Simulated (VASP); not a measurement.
Set up this calculation in VASP 6.6.1, as the native input.

```
Task                   : relaxation of cell and atoms
Functional             : PBE
Potentials or basis    : VASP PAW PBE potentials, release 64 (Pb_d, Se)
Cutoff                 : 600 eV
k mesh                 : 8 × 8 × 8
Occupations            : fermi-dirac, width 0.05 eV
Spin                   : no spin polarisation
Dipole correction      : no
Further INCAR settings : ALGO = Normal; EDIFF = 1e-06; IBRION = 2; EDIFFG = -0.005; NSW = 80; ISIF = 3
```

The structure of PbSe (Clausthalite) lies in POSCAR:

```
PbSe
1.0
    0.0000000000      3.0606500000      3.0606500000
    3.0606500000      0.0000000000      3.0606500000
    3.0606500000      3.0606500000      0.0000000000
Pb Se
1 1
Direct
    0.0000000000      0.0000000000      0.0000000000
    0.5000000000      0.5000000000      0.5000000000
```

The input as run:

INCAR

```
SYSTEM = PbSe
PREC = Accurate
ENCUT = 600
EDIFF = 1E-6
ISMEAR = -1
SIGMA = 0.05
LREAL = .False.
LASPH = .True.
NELM = 100
ALGO = Normal
ISIF = 3
LWAVE = .False.
LCHARG = .False.
GGA = PE
IBRION = 2
NSW = 80
EDIFFG = -0.005
```

KPOINTS

```
Automatic mesh
0
Gamma
  8 8 8
  0 0 0
```

Potentials or basis: VASP PAW PBE potentials, release 64 (Pb_d, Se).

Launch:

```sh
$ cat potpaw_PBE.64/Pb_d/POTCAR potpaw_PBE.64/Se/POTCAR > POTCAR
$ mpirun -np 1 vasp_std > vasp.out
```

It gave:

```
Relaxed volume                         : 30.05 Å³/atom
Relaxed cell                           : a = 4.397 Å, b = 4.397 Å, c = 4.397 Å, α = 60.00°, β = 60.00°, γ = 60.00°
Space group after relaxing (to 0.05 Å) : Fm-3m (No. 225)
Energy gained by relaxing              : 10.0 meV/atom
Ionic steps                            : 3
Pressure after relaxing                : 0.0 GPa
Band gap on the k mesh                 : 0.44 eV, direct
```

Caveat: spin-orbit coupling is left out, which moves the levels of the heavy elements.

It took 2 min on 1 thread of Intel Xeon 6975P-C (shared host), peak memory 0.23 GiB.
